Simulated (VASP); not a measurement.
# Br (Fd-3m) in VASP: a series of runs

Br is run at these levels: PBEsol; tasks: single point.

Program: VASP 6.6.1. These are calculated values, not measurements. Logs are shortened: lines on timing, memory, paths and dates and some standing lists are left out, and cuts for length are marked.

### Step 1. The cell of the first run

The structure is cubic, space group Fd-3m (No. 227). Conventional cell: a = 5.780 Å, b = 5.780 Å, c = 5.780 Å, α = 90.00°, β = 90.00°, γ = 90.00°. Br (site symmetry -43m) has 4 Br at 2.50 Å within 3.3 Å.

### Step 2. Single point, PBEsol (24.14 Å³/atom)

POSCAR reads:

```
Br
1.0
    0.0000000000      2.8899609983      2.8899609983
    2.8899609983      0.0000000000      2.8899609983
    2.8899609983      2.8899609983      0.0000000000
Br
2
Direct
   -0.1250000000     -0.1250000000     -0.1250000000
    0.1250000000      0.1250000000      0.1250000000
```

INCAR.step1 reads:

```
SYSTEM = Br
ALGO = Normal
EDIFF = 1E-7
ENCUT = 520
GGA = PS
ISIF = 2
ISMEAR = -1
LASPH = .True.
LCHARG = .True.
LREAL = .False.
LWAVE = .False.
NBANDS = 14
NELM = 100
PREC = Accurate
SIGMA = 0.1
```

KPOINTS.step1 reads:

```
k-points
0
Gamma
  11 11 11
  0 0 0
```

INCAR.step2 reads:

```
SYSTEM = Br
ALGO = Normal
EDIFF = 1E-7
ENCUT = 520
GGA = PS
ICHARG = 11
ISIF = 2
ISMEAR = -5
LASPH = .True.
LCHARG = .False.
LORBIT = 11
LREAL = .False.
LWAVE = .False.
NBANDS = 14
NEDOS = 1001
NELM = 100
PREC = Accurate
SIGMA = 0.1
```

KPOINTS.step2 reads:

```
k-points
0
Gamma
  17 17 17
  0 0 0
```

Potentials or basis: VASP PAW PBE potentials, release 64 (Br).

Command:

```
$ cat potpaw_PBE.64/Br/POTCAR > POTCAR
$ cp INCAR.step1 INCAR
$ cp KPOINTS.step1 KPOINTS
$ mpirun -np 1 vasp_std > vasp.out
$ cp INCAR.step2 INCAR
$ cp KPOINTS.step2 KPOINTS
$ mpirun -np 1 vasp_std > vasp.out
```

OUTCAR:

```text
SYSTEM = Br
   EDIFF = 1E-7
   ENCUT = 520
   GGA = PS
   ICHARG = 11
   ISIF = 2
   ISMEAR = -5
   LASPH = .True.
   LORBIT = 11
   LREAL = .False.
   NELM = 100
   PREC = Accurate

 ion  position               nearest neighbor table
   1  0.875  0.875  0.875-   2 2.50   2 2.50   2 2.50   2 2.50
   2  0.125  0.125  0.125-   1 2.50   1 2.50   1 2.50   1 2.50

  LATTYP: Found a face centered cubic cell.
 ALAT       =     5.7799219966

  Lattice vectors:

 A1 = (   0.0000000000,   2.8899609983,   2.8899609983)
 A2 = (   2.8899609983,   0.0000000000,   2.8899609983)
 A3 = (   2.8899609983,   2.8899609983,   0.0000000000)

Analysis of symmetry for initial positions (statically):
=====================================================================
 Subroutine PRICEL returns:
 Original cell was already a primitive cell.

 Routine SETGRP: Setting up the symmetry group for a
 face centered cubic supercell.

 Subroutine GETGRP returns: Found 48 space group operations
 (whereof 12 operations were pure point group operations)
 out of a pool of 48 trial point group operations.

The static configuration has the point symmetry D_3d.
 The point group associated with its full space group is O_h .

Analysis of symmetry for dynamics (positions and initial velocities):
=====================================================================
 Subroutine PRICEL returns:
 Original cell was already a primitive cell.

 Routine SETGRP: Setting up the symmetry group for a
 face centered cubic supercell.

 Subroutine GETGRP returns: Found 48 space group operations
 (whereof 12 operations were pure point group operations)
 out of a pool of 48 trial point group operations.

The dynamic configuration has the point symmetry D_3d.
 The point group associated with its full space group is O_h .

 Subroutine INISYM returns: Found 48 space group operations
 (whereof 12 operations are pure point group operations),
 and found     1 'primitive' translations

----------------------------------------------------------------------------------------

                                     Primitive cell

  volume of cell :      48.2732

  direct lattice vectors                    reciprocal lattice vectors
     0.000000000  2.889960998  2.889960998    -0.173012715  0.173012715  0.173012715
     2.889960998  0.000000000  2.889960998     0.173012715 -0.173012715  0.173012715
     2.889960998  2.889960998  0.000000000     0.173012715  0.173012715 -0.173012715

  length of vectors
     4.087022039  4.087022039  4.087022039     0.299666814  0.299666814  0.299666814

  position of ions in fractional coordinates (direct lattice)
     0.875000000  0.875000000  0.875000000
     0.125000000  0.125000000  0.125000000

  ion indices of the primitive-cell ions
   primitive index   ion index
                 1           1
                 2           2

----------------------------------------------------------------------------------------

 KPOINTS: k-points

Automatic generation of k-mesh.
 Grid dimensions read from file:
 generate k-points for:   17   17   17

 Generating k-lattice:

  Cartesian coordinates                     Fractional coordinates (reciprocal lattice)
    -0.010177219  0.010177219  0.010177219     0.058823529  0.000000000  0.000000000
     0.010177219 -0.010177219  0.010177219     0.000000000  0.058823529  0.000000000
     0.010177219  0.010177219 -0.010177219     0.000000000  0.000000000  0.058823529

  Length of vectors
     0.017627460  0.017627460  0.017627460

  Shift w.r.t. Gamma in fractional coordinates (k-lattice)
     0.000000000  0.000000000  0.000000000

 TETIRR: Found    693 inequivalent tetrahedra from    29478

 Subroutine IBZKPT returns following result:
 ===========================================

 Found    165 irreducible k-points:

 Following reciprocal coordinates:
            Coordinates               Weight
  0.000000  0.000000  0.000000      1.000000
  0.058824  0.000000  0.000000      8.000000
  0.117647  0.000000  0.000000      8.000000
  0.176471  0.000000  0.000000      8.000000
  0.235294  0.000000  0.000000      8.000000
  0.294118  0.000000  0.000000      8.000000
[... 16 lines left out ...]
 -0.176471  0.058824  0.000000     24.000000
 -0.117647  0.058824  0.000000     24.000000
 [... further k-points ...]
   k-points           NKPTS =    165   k-points in BZ     NKDIM =    165   number of bands    NBANDS=     14
   number of dos      NEDOS =   1001   number of ions     NIONS =      2
   total plane-waves  NPLWV =  27000
   dimension x,y,z NGX =    30 NGY =   30 NGZ =   30
   dimension x,y,z NGXF=    60 NGYF=   60 NGZF=   60
   ions per type =               2
   NGX,Y,Z   is equivalent  to a cutoff of  12.20, 12.20, 12.20 a.u.
   NGXF,Y,Z  is equivalent  to a cutoff of  24.41, 24.41, 24.41 a.u.
 SYSTEM =  Br
   PREC   = accura    normal or accurate (medium, high low for compatibility)
   ISTART =      0    job   : 0-new  1-cont  2-samecut
   ICHARG =     11    charge: 1-file 2-atom 10-const
   ISPIN  =      1    spin polarized calculation?
   LNONCOLLINEAR =      F non collinear calculations
   LSORBIT =      F    spin-orbit coupling
   LASPH  =      T    aspherical Exc in radial PAW
   ENCUT  =  520.0 eV  38.22 Ry    6.18 a.u.   7.60  7.60  7.60*2*pi/ulx,y,z
   NELM   =    100;   NELMIN=  2; NELMDL=  0     # of ELM steps
   EDIFF  = 0.1E-06   stopping-criterion for ELM
   LREAL  =      F    real-space projection
   EDIFFG = 0.1E-05   stopping-criterion for IOM
   NSW    =      0    number of steps for IOM
   IBRION =     -1    ionic relax: 0-MD 1-quasi-New 2-CG
   NFREE  =      0    steps in history (QN), initial steepest desc. (CG)
   ISIF   =      2    stress and relaxation
   ISYM   =      2    0-nonsym 1-usesym 2-fastsym
   POTIM  = 0.5000    time-step for ionic-motion
   TEBEG  =    0.0;   TEEND  =   0.0 temperature during run
   PSTRESS=    0.0 pullay stress
   NELECT =      14.0000    total number of electrons
   NUPDOWN=      -1.0000    fix difference up-down
   EMIN   =  10.00;   EMAX   =-10.00  energy-range for DOS
   EFERMI =   0.00;   METHOD = LEGACY
   ISMEAR =    -5;   SIGMA  =   0.10  broadening in eV -4-tet -1-fermi 0-gaus
   EFERMI_NEDOS =   21; number of points for ismear=-14 and -15
   IALGO  =     38    algorithm
   IMIX   =      4    mixing-type and parameters
     AMIX     =   0.40;   BMIX     =  1.00
     AMIX_MAG =   1.60;   BMIX_MAG =  1.00
  volume/ion in A,a.u.               =      24.14       162.88
  Fermi-wavevector in a.u.,A,eV,Ry     =   1.083633  2.047769 15.976782  1.174260
  Thomas-Fermi vector in A             =   2.219704
   LORBIT       =     11    0 simple, 1 ext, 2 COOP (PROOUT), +10 PAW based schemes
   GGA     = PS    functional components
   LHFCALC =     F    Hartree Fock is set to
   AEXX    =    0.0000 exact exchange contribution
   IVDW    =     0    specifies the selected vdW correction
   LEPSILON=     F    determine dielectric tensor
   LRPA    =     F    only Hartree local field effects (RPA)
 non-spin polarized calculation
 Fermi weights with tetrahedron method with Bloechl corrections
  energy-cutoff  :      520.00
  volume of cell :       48.27
 maximum number of plane-waves:      1318

 number of electron      14.0000004 magnetization

 Free energy of the ion-electron system (eV)
  ---------------------------------------------------
  ext. energy  EPLUGINS =         0.00000000
  ---------------------------------------------------
  free energy    TOTEN  =        -0.50000360 eV

  energy without entropy =       -0.50000360  energy(sigma->0) =       -0.50000360

 E-fermi :   4.3337     XC(G=0):  -9.4635

 val. band max:        4.3139719506   @ k =  -0.3529   0.0588   0.0000
 cond. band min:       4.3157164755   @ k =  -0.2353   0.2941   0.0588
 fundamental gap:      0.0017445249
 Fermi energy:         4.3337074542

 k-point     1 :       0.0000    0.0000    0.0000
  band No.  band energies     occupation
      1     -14.9871      2.00000
      2      -8.4725      2.00000
      3      -1.3519      2.00000
      4      -1.3519      2.00000
      5      -1.3519      2.00000
      6       1.9236      2.00000
      7       1.9236      2.00000
      8       1.9236      2.00000
      9       8.3282      0.00000
     10      11.7092      0.00000
     11      11.7092      0.00000
     12      14.1283      0.00000
     13      14.1283      0.00000
     14      14.1283      0.00000

 k-point     2 :       0.0588    0.0000    0.0000
  band No.  band energies     occupation
      1     -14.9588      2.00000
      2      -8.5538      2.00000
      3      -1.3908      2.00000
      4      -1.3908      2.00000
      5      -1.3547      2.00000
      6       1.9765      2.00000
      7       1.9823      2.00000
      8       1.9823      2.00000
      9       8.4615      0.00000
     10      11.5786      0.00000
     11      11.5786      0.00000
     12      13.9982      0.00000
     13      14.3898      0.00000
     14      14.3898      0.00000
[... 343 lines left out ...]
      1     -14.6593      2.00000
      2      -9.3164      2.00000
      3      -1.9758      2.00000
      4      -1.6250      2.00000
      5      -1.2697      2.00000
      6       2.3624      2.00000
      7       2.3678      2.00000
      8       2.8689      2.00000
      9       9.6051      0.00000
     10      10.7280      0.00000
     11      11.2793      0.00000
     12      13.6475      0.00000
     13      15.7221      0.00000
     14      16.6574      0.00000

 k-point    24 :      -0.1176    0.0588    0.0000
  band No.  band energies     occupation
      1     -14.8107      2.00000
      2      -8.9511      2.00000
      3      -1.7618      2.00000
      4      -1.4915      2.00000
      5      -1.2623      2.00000
      6       2.1211      2.00000
      7       2.1503      2.00000
      8       2.5134      2.00000
      9       9.0910      0.00000
     10      10.9300      0.00000
     11      11.4133      0.00000
     12      13.8659      0.00000
     13      14.8916      0.00000
     14      15.7557      0.00000

 [... further k-points ...]

------------------------ aborting loop because EDIFF is reached ----------------------------------------

  FORCE on cell =-STRESS in cart. coord.  units (eV):
  Direction    XX          YY          ZZ          XY          YZ          ZX
  --------------------------------------------------------------------------------------
  -------------------------------------------------------------------------------------
  Total        8.9612921      8.9612921      8.9612921      0.0000000     -0.0000000      0.0000000
  in kB      297.4234954    297.4234954    297.4234954      0.0000000     -0.0000000      0.0000000
  external PRESSURE =     297.4234954 kB  Pullay stress =       0.0000000 kB

 VOLUME and BASIS-vectors are now :
 -----------------------------------------------------------------------------
  energy-cutoff  :      520.00
  volume of cell :       48.27
      direct lattice vectors                 reciprocal lattice vectors
     0.000000000  2.889960998  2.889960998    -0.173012715  0.173012715  0.173012715
     2.889960998  0.000000000  2.889960998     0.173012715 -0.173012715  0.173012715
     2.889960998  2.889960998  0.000000000     0.173012715  0.173012715 -0.173012715

 POSITION                                       TOTAL-FORCE (eV/Angst)
 -----------------------------------------------------------------------------------
      5.05743      5.05743      5.05743        -0.000000     -0.000000     -0.000000
      0.72249      0.72249      0.72249         0.000000      0.000000      0.000000
 -----------------------------------------------------------------------------------
    total drift:                               -0.000000      0.000000      0.000000

  FREE ENERGIE OF THE ION-ELECTRON SYSTEM (eV)
  ---------------------------------------------------
  free  energy   TOTEN  =        -0.5000036036 eV

  energy  without entropy=       -0.5000036036  energy(sigma->0) =       -0.50000360

 total charge

# of ion       s       p       d       tot
------------------------------------------
    1        1.676   3.074   0.103   4.853
    2        1.676   3.074   0.103   4.853
--------------------------------------------------
tot          3.352   6.147   0.206   9.705
```

It took 2.4 min on 1 thread of Intel Xeon 8259CL, shared host; peak memory 0.22 GiB.

Results:

* Valence electrons inside the program's atomic spheres: Br 4.85

Caveat: the PAW data sets were made with another functional, which shifts forces and pressure a little; tetrahedron occupations give inexact forces and stress in metals.

### Step 3. Single point, PBEsol (32.18 Å³/atom)

This run uses another cell than the first one, of 32.18 Å³/atom.

POSCAR reads:

```
Br
1.0
    0.0000000000      3.1808136561      3.1808136561
    3.1808136561      0.0000000000      3.1808136561
    3.1808136561      3.1808136561      0.0000000000
Br
2
Direct
   -0.1250000000     -0.1250000000     -0.1250000000
    0.1250000000      0.1250000000      0.1250000000
```

INCAR.step1 reads:

```
SYSTEM = Br
  ALGO = Normal
  EDIFF = 1E-7
  ENCUT = 520
  GGA = PS
  ISIF = 2
  ISMEAR = -1
  LASPH = .True.
  LCHARG = .True.
  LREAL = .False.
  LWAVE = .False.
  NBANDS = 14
  NELM = 60
  PREC = Accurate
  SIGMA = 0.1
```

KPOINTS.step1 is that of step 2.

INCAR.step2 reads:

```
SYSTEM = Br
  ALGO = Normal
  EDIFF = 1E-7
  ENCUT = 520
  GGA = PS
  ICHARG = 11
  ISIF = 2
  ISMEAR = -5
  LASPH = .True.
  LCHARG = .False.
  LORBIT = 11
  LREAL = .False.
  LWAVE = .False.
  NBANDS = 14
  NEDOS = 1001
  NELM = 60
  PREC = Accurate
  SIGMA = 0.1
```

KPOINTS.step2 is that of step 2.

Potentials or basis: VASP PAW PBE potentials, release 64 (Br).

Command:

```
$ cat potpaw_PBE.64/Br/POTCAR > POTCAR
$ cp INCAR.step1 INCAR
$ cp KPOINTS.step1 KPOINTS
$ mpirun -np 1 vasp_std > vasp.out
$ cp INCAR.step2 INCAR
$ cp KPOINTS.step2 KPOINTS
$ mpirun -np 1 vasp_std > vasp.out
```

Wall time 3.1 min (1 thread of Intel Xeon 8259CL, shared host); peak memory 0.27 GiB.

It converged, with:

```yaml
Valence_electrons_inside_the_program's_atomic_spheres: Br 4.72
```

Levels at points of the mesh, in eV from the Fermi level:
```csv
k point,band 3,band 4,band 5,band 6,band 7,band 8,band 9,band 10,band 11,band 12
"(0.00, 0.00, 0.00)",-4.02,-4.02,-4.02,-1.51,-1.51,-1.51,4.62,8.30,8.30,10.18
```

Caveat: the PAW data sets were made with another functional, which shifts forces and pressure a little; tetrahedron occupations give inexact forces and stress in metals.

### Step 4. Single point, PBEsol (40.23 Å³/atom)

This run uses another cell than the first one, of 40.23 Å³/atom.

POSCAR reads:

```
Br
1.0
    0.0000000000      3.4264276417      3.4264276417
    3.4264276417      0.0000000000      3.4264276417
    3.4264276417      3.4264276417      0.0000000000
Br
2
Direct
   -0.1250000000     -0.1250000000     -0.1250000000
    0.1250000000      0.1250000000      0.1250000000
```

INCAR.step1 reads:

```
  PREC = Accurate
  ENCUT = 520
  EDIFF = 1E-7
  ISMEAR = -1
  SIGMA = 0.1
  LREAL = F
  LASPH = T
  NELM = 80
  ALGO = Normal
  ISIF = 2
  LWAVE = F
  LCHARG = T
  GGA = PS
  NBANDS = 14
```

KPOINTS.step1 reads:

```
regular mesh
0
Gamma
  11 11 11
```

INCAR.step2 reads:

```
  PREC = Accurate
  ENCUT = 520
  EDIFF = 1E-7
  ISMEAR = -5
  SIGMA = 0.1
  LREAL = F
  LASPH = T
  NELM = 80
  ALGO = Normal
  ISIF = 2
  LWAVE = F
  LCHARG = F
  GGA = PS
  LORBIT = 11
  NEDOS = 1001
  ICHARG = 11
```

KPOINTS.step2 reads:

```
regular mesh
0
Gamma
  17 17 17
```

Command:

```
$ cat potpaw_PBE.64/Br/POTCAR > POTCAR
$ cp INCAR.step1 INCAR
$ cp KPOINTS.step1 KPOINTS
$ mpirun -np 1 vasp_std > vasp.out
$ cp INCAR.step2 INCAR
$ cp KPOINTS.step2 KPOINTS
$ mpirun -np 1 vasp_std > vasp.out
```

It took 2.9 min on 1 thread of Intel Xeon 8259CL, shared host; peak memory 0.28 GiB.

It converged, with:

| Property | Result |
| --- | --- |
| Valence electrons inside the program's atomic spheres | Br 4.66 |

Levels at points of the mesh, in eV from the Fermi level:
```csv
k point,band 4,band 5,band 6,band 7,band 8,band 9,band 10,band 11
"(0.00, 0.00, 0.00)",-2.96,-2.96,-0.99,-0.99,-0.99,5.06,8.89,8.89
```

Caveat: the PAW data sets were made with another functional, which shifts forces and pressure a little; tetrahedron occupations give inexact forces and stress in metals.
